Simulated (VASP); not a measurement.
# Ca3B5 in VASP: further runs

Ca3B5 is run at these levels: PBE; tasks: single point, relaxation of cell and atoms.

All numbers are computed with VASP 6.6.1; they aren't measurements. Logs are shortened: lines on timing, memory, paths and dates and some standing lists are left out, and cuts for length are marked.

## Step 1: The cell of the first run

It takes space group P6/mmm (No. 191, hexagonal). The conventional cell has a = 3.788 Å, b = 3.788 Å, c = 10.277 Å, α = 90.00°, β = 90.00°, γ = 120.00°. Within 3.6 Å of Ca (site symmetry 6mm) lie 6 B at 2.73 Å and 1 Ca at 3.17 Å. Within 2.9 Å of Ca (site symmetry 6/mmm) lie 6 B at 2.19 Å. Within 2.9 Å of B (site symmetry -6m2) lie 3 B at 2.19 Å and 3 Ca at 2.19 Å. B (site symmetry mmm) has 4 B at 1.89 Å within 2.5 Å.

The cell was built from a structure type or drawn by symmetry, and may not be a known phase.

## Step 2: Single point, PBE

Input file INCAR:

```
SYSTEM = Ca3B5
PREC = Accurate
ENCUT = 520
EDIFF = 1E-7
ISMEAR = 0
SIGMA = 0.1
LREAL = .False.
LASPH = .True.
NELM = 80
ALGO = Normal
ISIF = 2
LWAVE = .False.
LCHARG = .True.
GGA = PE
LELF = .True.
LVHAR = .True.
NBANDS = 32
```

Input file KPOINTS:

```
regular mesh
0
Gamma
  6 6 4
  0 0 0
```

Input file POSCAR:

```
Ca3B5
1.0
    3.7879705150      0.0000000024      0.0000000000
   -1.8939852596      3.2804786936      0.0000000000
    0.0000000000      0.0000000000     10.2769811126
Ca B
3 5
Direct
    0.0000000000      0.0000000000      0.6911198817
    0.0000000000      0.0000000000      0.3088801183
    0.0000000000      0.0000000000      0.0000000000
    0.3333333333      0.6666666667      0.0000000000
    0.6666666667      0.3333333333      0.0000000000
    0.4999999926      0.0000000000      0.5000000000
    0.0000000000      0.4999999926      0.5000000000
    0.5000000074      0.5000000074      0.5000000000
```

Potentials or basis: VASP PAW PBE potentials, release 64 (Ca_sv, B).

Command:

```sh
cat potpaw_PBE.64/Ca_sv/POTCAR potpaw_PBE.64/B/POTCAR > POTCAR
mpirun -np 1 vasp_std > vasp.out
```

OUTCAR:

```text
SYSTEM = Ca3B5
   PREC = Accurate
   ENCUT = 520
   EDIFF = 1E-7
   ISMEAR = 0
   LREAL = .False.
   LASPH = .True.
   NELM = 80
   ISIF = 2
   GGA = PE

 ion  position               nearest neighbor table
   1  0.000  0.000  0.691-   3 3.17
   2  0.000  0.000  0.309-   3 3.17
   3  0.000  0.000  0.000-   4 2.19   5 2.19   5 2.19   4 2.19   5 2.19   4 2.19   1 3.17   2 3.17

   4  0.333  0.667  0.000-   3 2.19   3 2.19   3 2.19
   5  0.667  0.333  0.000-   3 2.19   3 2.19   3 2.19
   6  0.500  0.000  0.500-   7 1.89   7 1.89   8 1.89   8 1.89
   7  0.000  0.500  0.500-   8 1.89   8 1.89   6 1.89   6 1.89
   8  0.500  0.500  0.500-   7 1.89   7 1.89   6 1.89   6 1.89

  LATTYP: Found a hexagonal cell.
 ALAT       =     3.7879705150
 C/A-ratio  =     2.7130573144

  Lattice vectors:

 A1 = (   3.7879705150,   0.0000000024,   0.0000000000)
 A2 = (  -1.8939852596,   3.2804786936,   0.0000000000)
 A3 = (   0.0000000000,   0.0000000000,  10.2769811126)

Analysis of symmetry for initial positions (statically):
=====================================================================
 Subroutine PRICEL returns:
 Original cell was already a primitive cell.

 Routine SETGRP: Setting up the symmetry group for a
 hexagonal supercell.

 Subroutine GETGRP returns: Found 24 space group operations
 (whereof 24 operations were pure point group operations)
 out of a pool of 24 trial point group operations.

The static configuration has the point symmetry D_6h.

Analysis of symmetry for dynamics (positions and initial velocities):
=====================================================================
 Subroutine PRICEL returns:
 Original cell was already a primitive cell.

 Routine SETGRP: Setting up the symmetry group for a
 hexagonal supercell.

 Subroutine GETGRP returns: Found 24 space group operations
 (whereof 24 operations were pure point group operations)
 out of a pool of 24 trial point group operations.

The dynamic configuration has the point symmetry D_6h.

 Subroutine INISYM returns: Found 24 space group operations
 (whereof 24 operations are pure point group operations),
 and found     1 'primitive' translations

----------------------------------------------------------------------------------------

                                     Primitive cell

  volume of cell :     127.7054

  direct lattice vectors                    reciprocal lattice vectors
     3.787970515  0.000000002  0.000000000     0.263993607  0.152416780  0.000000000
    -1.893985260  3.280478694  0.000000000    -0.000000000  0.304833560  0.000000000
     0.000000000  0.000000000 10.276981113     0.000000000  0.000000000  0.097304840

  length of vectors
     3.787970515  3.787970515 10.276981113     0.304833560  0.304833560  0.097304840

  position of ions in fractional coordinates (direct lattice)
     0.000000000  0.000000000  0.691119882
     0.000000000  0.000000000  0.308880118
     0.000000000  0.000000000  0.000000000
     0.333333333  0.666666667  0.000000000
     0.666666667  0.333333333  0.000000000
     0.499999993  0.000000000  0.500000000
     0.000000000  0.499999993  0.500000000
     0.500000007  0.500000007  0.500000000

  ion indices of the primitive-cell ions
   primitive index   ion index
                 1           1
                 2           2
                 3           3
                 4           4
                 5           5
                 6           6
                 7           7
                 8           8

----------------------------------------------------------------------------------------

 KPOINTS: regular mesh

Automatic generation of k-mesh.
 Grid dimensions read from file:
 generate k-points for:    6    6    4

 Generating k-lattice:

  Cartesian coordinates                     Fractional coordinates (reciprocal lattice)
     0.043998935  0.025402797  0.000000000     0.166666667  0.000000000  0.000000000
    -0.000000000  0.050805593  0.000000000     0.000000000  0.166666667  0.000000000
     0.000000000  0.000000000  0.024326210     0.000000000  0.000000000  0.250000000

  Length of vectors
     0.050805593  0.050805593  0.024326210

  Shift w.r.t. Gamma in fractional coordinates (k-lattice)
     0.000000000  0.000000000  0.000000000

 Subroutine IBZKPT returns following result:
 ===========================================

 Found     21 irreducible k-points:

 Following reciprocal coordinates:
            Coordinates               Weight
  0.000000  0.000000  0.000000      1.000000
  0.166667  0.000000  0.000000      6.000000
  0.333333  0.000000  0.000000      6.000000
  0.500000  0.000000  0.000000      3.000000
  0.166667  0.166667  0.000000      6.000000
  0.333333  0.166667  0.000000     12.000000
[... 13 lines left out ...]
  0.333333  0.166667  0.500000     12.000000
  0.333333  0.333333  0.500000      2.000000
   k-points           NKPTS =     21   k-points in BZ     NKDIM =     21   number of bands    NBANDS=     32
   number of dos      NEDOS =    301   number of ions     NIONS =      8
   total plane-waves  NPLWV =  62720
   dimension x,y,z NGX =    28 NGY =   28 NGZ =   80
   dimension x,y,z NGXF=    56 NGYF=   56 NGZF=  160
   ions per type =               3   5
   NGX,Y,Z   is equivalent  to a cutoff of  12.29, 12.29, 12.94 a.u.
   NGXF,Y,Z  is equivalent  to a cutoff of  24.58, 24.58, 25.88 a.u.
 SYSTEM =  Ca3B5
   PREC   = accura    normal or accurate (medium, high low for compatibility)
   ISTART =      0    job   : 0-new  1-cont  2-samecut
   ICHARG =      2    charge: 1-file 2-atom 10-const
   ISPIN  =      1    spin polarized calculation?
   LNONCOLLINEAR =      F non collinear calculations
   LSORBIT =      F    spin-orbit coupling
   LASPH  =      T    aspherical Exc in radial PAW
   ENCUT  =  520.0 eV  38.22 Ry    6.18 a.u.   7.04  7.04 19.11*2*pi/ulx,y,z
   NELM   =     80;   NELMIN=  2; NELMDL= -5     # of ELM steps
   EDIFF  = 0.1E-06   stopping-criterion for ELM
   LREAL  =      F    real-space projection
   EDIFFG = 0.1E-05   stopping-criterion for IOM
   NSW    =      0    number of steps for IOM
   IBRION =     -1    ionic relax: 0-MD 1-quasi-New 2-CG
   NFREE  =      0    steps in history (QN), initial steepest desc. (CG)
   ISIF   =      2    stress and relaxation
   ISYM   =      2    0-nonsym 1-usesym 2-fastsym
   POTIM  = 0.5000    time-step for ionic-motion
   TEBEG  =    0.0;   TEEND  =   0.0 temperature during run
   PSTRESS=    0.0 pullay stress
   NELECT =      45.0000    total number of electrons
   NUPDOWN=      -1.0000    fix difference up-down
   EMIN   =  10.00;   EMAX   =-10.00  energy-range for DOS
   EFERMI =   0.00;   METHOD = LEGACY
   ISMEAR =     0;   SIGMA  =   0.10  broadening in eV -4-tet -1-fermi 0-gaus
   EFERMI_NEDOS =   21; number of points for ismear=-14 and -15
   IALGO  =     38    algorithm
   IMIX   =      4    mixing-type and parameters
     AMIX     =   0.40;   BMIX     =  1.00
     AMIX_MAG =   1.60;   BMIX_MAG =  1.00
  volume/ion in A,a.u.               =      15.96       107.72
  Fermi-wavevector in a.u.,A,eV,Ry     =   1.156314  2.185117 18.191842  1.337063
  Thomas-Fermi vector in A             =   2.292935
   LORBIT       =      0    0 simple, 1 ext, 2 COOP (PROOUT), +10 PAW based schemes
   GGA     = PE    functional components
   LHFCALC =     F    Hartree Fock is set to
   AEXX    =    0.0000 exact exchange contribution
   IVDW    =     0    specifies the selected vdW correction
   LEPSILON=     F    determine dielectric tensor
   LRPA    =     F    only Hartree local field effects (RPA)
 non-spin polarized calculation
 Gauss-broadening in eV      SIGMA  =   0.10
  energy-cutoff  :      520.00
  volume of cell :      127.71
 maximum number of plane-waves:      3460
   NGX = 15   NGY = 15   NGZ = 39

 number of electron      45.0000001 magnetization

 Free energy of the ion-electron system (eV)
  ---------------------------------------------------
  ext. energy  EPLUGINS =         0.00000000
  ---------------------------------------------------
  free energy    TOTEN  =       -33.44798879 eV

  energy without entropy =      -33.43577592  energy(sigma->0) =      -33.44188236

 E-fermi :   4.1302     XC(G=0):  -9.6094

 val. band max:        4.1143051775   @ k =   0.0000   0.0000   0.0000
 cond. band min:       4.1741207741   @ k =   0.3333   0.0000   0.0000
 fundamental gap:      0.0598155966
 Fermi energy:         4.1301574229

 k-point     1 :       0.0000    0.0000    0.0000
  band No.  band energies     occupation
      1     -37.1737      2.00000
      2     -37.1704      2.00000
      3     -35.4331      2.00000
      4     -18.3404      2.00000
      5     -18.2867      2.00000
      6     -18.1371      2.00000
[... 24 lines left out ...]
     31       7.5471      0.00000
     32       8.2146      0.00000

 k-point     2 :       0.1667    0.0000    0.0000
  band No.  band energies     occupation
      1     -37.1698      2.00000
      2     -37.1666      2.00000
      3     -35.4262      2.00000
      4     -18.3303      2.00000
      5     -18.2789      2.00000
      6     -18.1808      2.00000
[... 24 lines left out ...]
     31       7.3004      0.00000
     32       7.7963      0.00000
[... 628 lines left out ...]
     31       6.9547      0.00000
     32       7.2361      0.00000

 k-point    21 :       0.3333    0.3333    0.5000
  band No.  band energies     occupation
      1     -37.1562      2.00000
      2     -37.1534      2.00000
      3     -35.4019      2.00000
      4     -18.3102      2.00000
      5     -18.2574      2.00000
      6     -18.2574      2.00000
[... 24 lines left out ...]
     31       6.6867      0.00000
     32       6.8422      0.00000

------------------------ aborting loop because EDIFF is reached ----------------------------------------

  FORCE on cell =-STRESS in cart. coord.  units (eV):
  Direction    XX          YY          ZZ          XY          YZ          ZX
  --------------------------------------------------------------------------------------
  -------------------------------------------------------------------------------------
  Total        0.1731212      0.1731212      0.1954078     -0.0000000      0.0000000     -0.0000000
  in kB        2.1719588      2.1719588      2.4515635     -0.0000000      0.0000000     -0.0000000
  external PRESSURE =       2.2651604 kB  Pullay stress =       0.0000000 kB

 VOLUME and BASIS-vectors are now :
 -----------------------------------------------------------------------------
  energy-cutoff  :      520.00
  volume of cell :      127.71
      direct lattice vectors                 reciprocal lattice vectors
     3.787970515  0.000000002  0.000000000     0.263993607  0.152416780  0.000000000
    -1.893985260  3.280478694  0.000000000    -0.000000000  0.304833560  0.000000000
     0.000000000  0.000000000 10.276981113     0.000000000  0.000000000  0.097304840

 POSITION                                       TOTAL-FORCE (eV/Angst)
 -----------------------------------------------------------------------------------
      0.00000      0.00000      7.10263         0.000000      0.000000      0.045361
      0.00000      0.00000      3.17436         0.000000      0.000000     -0.045361
      0.00000      0.00000      0.00000         0.000000      0.000000      0.000000
     -0.00000      2.18699      0.00000         0.000000      0.000000      0.000000
      1.89399      1.09349      0.00000        -0.000000     -0.000000     -0.000000
      1.89399      0.00000      5.13849        -0.000000      0.000000      0.000000
     -0.94699      1.64024      5.13849         0.000000      0.000000      0.000000
      0.94699      1.64024      5.13849         0.000000      0.000000      0.000000
 -----------------------------------------------------------------------------------
    total drift:                               -0.000000     -0.000000      0.000000

  FREE ENERGIE OF THE ION-ELECTRON SYSTEM (eV)
  ---------------------------------------------------
  free  energy   TOTEN  =       -33.4479887946 eV

  energy  without entropy=      -33.4357759214  energy(sigma->0) =      -33.44188236
```

Run time: 63 s. Hardware: 1 thread of Oxide Virtual Turin-like, shared host; peak memory 0.23 GiB.

Results:

| Property | Result |
| --- | --- |
| Free energy | -33.4480 eV |
| Pressure | 0.2 GPa |
| Largest force | 0.045 eV/Å |
| Band gap on the k mesh | zero (an odd number of electrons rules out a gap without spin polarisation) |

Forces in eV/Å, atoms in the order of the input:
```
Ca   0.000  0.000  0.045
Ca   0.000  0.000 -0.045
Ca   0.000  0.000  0.000
B    0.000  0.000  0.000
B    0.000  0.000  0.000
B    0.000  0.000  0.000
B    0.000  0.000  0.000
B    0.000  0.000  0.000
```

## Step 3: Single point, PBE

This run uses another cell than the first one, of 16.30 Å³/atom.

Input file INCAR:

```
SYSTEM = Ca3B5
PREC = Accurate ; ENCUT = 520
EDIFF = 1E-7 ; ISMEAR = 0
SIGMA = 0.1 ; LREAL = .False.
LASPH = .True. ; NELM = 80
ALGO = Normal ; ISIF = 2
LWAVE = .False. ; LCHARG = .True.
GGA = PE ; LELF = .True.
LVHAR = .True. ; NBANDS = 32
```

Input file KPOINTS:

```
regular mesh
0
Gamma
  12 12 4
  0 0 0
```

Input file POSCAR:

```
Ca3B5
1.0
    3.7845613887      0.0000000000      0.0000000000
   -1.8922806944      3.2775263048      0.0000000000
    0.0000000000      0.0000000000     10.5140576099
Ca B
3 5
Direct
    0.0000000000      0.0000000000      0.6875451231
    0.0000000000      0.0000000000      0.3124548769
    0.0000000000      0.0000000000      0.0000000000
    0.3333333333      0.6666666667      0.0000000000
    0.6666666667      0.3333333333      0.0000000000
    0.5000000000      0.0000000000      0.5000000000
    0.0000000000      0.5000000000      0.5000000000
    0.5000000000      0.5000000000      0.5000000000
```

Potentials or basis: VASP PAW PBE potentials, release 64 (Ca_sv, B).

Command:

```sh
cat potpaw_PBE.64/Ca_sv/POTCAR potpaw_PBE.64/B/POTCAR > POTCAR
mpirun -np 1 vasp_std > vasp.out
```

OUTCAR:

```text
SYSTEM = Ca3B5
   PREC = Accurate
   ENCUT = 520
   EDIFF = 1E-7
   ISMEAR = 0
   LREAL = .False.
   LASPH = .True.
   NELM = 80
   ISIF = 2
   GGA = PE

 ion  position               nearest neighbor table
   1  0.000  0.000  0.688-
   2  0.000  0.000  0.312-
   3  0.000  0.000  0.000-   4 2.19   5 2.19   5 2.19   4 2.19   5 2.19   4 2.19
   4  0.333  0.667  0.000-   3 2.19   3 2.19   3 2.19
   5  0.667  0.333  0.000-   3 2.19   3 2.19   3 2.19
   6  0.500  0.000  0.500-   7 1.89   7 1.89   8 1.89   8 1.89
[... 1054 lines left out ...]
  Total        0.1896405      0.1896405      0.1275617     -0.0000000      0.0000000     -0.0000000
  in kB        2.3297520      2.3297520      1.5671071     -0.0000000      0.0000000     -0.0000000
  external PRESSURE =       2.0755370 kB  Pullay stress =       0.0000000 kB

 VOLUME and BASIS-vectors are now :
 -----------------------------------------------------------------------------
  energy-cutoff  :      520.00
  volume of cell :      130.42
      direct lattice vectors                 reciprocal lattice vectors
     3.784561389  0.000000000  0.000000000     0.264231412  0.152554077  0.000000000
    -1.892280694  3.277526305  0.000000000     0.000000000  0.305108154  0.000000000
     0.000000000  0.000000000 10.514057610     0.000000000  0.000000000  0.095110759

 POSITION                                       TOTAL-FORCE (eV/Angst)
 -----------------------------------------------------------------------------------
      0.00000      0.00000      7.22889         0.000000      0.000000      0.027041
      0.00000      0.00000      3.28517         0.000000     -0.000000     -0.027041
      0.00000      0.00000      0.00000         0.000000      0.000000      0.000000
     -0.00000      2.18502      0.00000         0.000000     -0.000000      0.000000
      1.89228      1.09251      0.00000        -0.000000      0.000000      0.000000
      1.89228      0.00000      5.25703         0.000000      0.000000      0.000000
     -0.94614      1.63876      5.25703         0.000000      0.000000      0.000000
      0.94614      1.63876      5.25703         0.000000      0.000000      0.000000
 -----------------------------------------------------------------------------------
    total drift:                               -0.000000      0.000000      0.000000

  FREE ENERGIE OF THE ION-ELECTRON SYSTEM (eV)
  ---------------------------------------------------
  free  energy   TOTEN  =       -33.4731335582 eV

  energy  without entropy=      -33.4639921775  energy(sigma->0) =      -33.46856287
```

It took 2.3 min on 1 thread of Oxide Virtual Turin-like, shared host; peak memory 0.32 GiB.

Results:

```
Free energy            : -33.4731 eV
Pressure               : 0.2 GPa
Largest force          : 0.027 eV/Å
Band gap on the k mesh : zero (an odd number of electrons rules out a gap without spin polarisation)
```

Forces in eV/Å, atoms in the order of the input:
```
Ca   0.000  0.000  0.027
Ca   0.000  0.000 -0.027
Ca   0.000  0.000  0.000
B    0.000  0.000  0.000
B    0.000  0.000  0.000
B    0.000  0.000  0.000
B    0.000  0.000  0.000
B    0.000  0.000  0.000
```

[end of part 1 of 3]
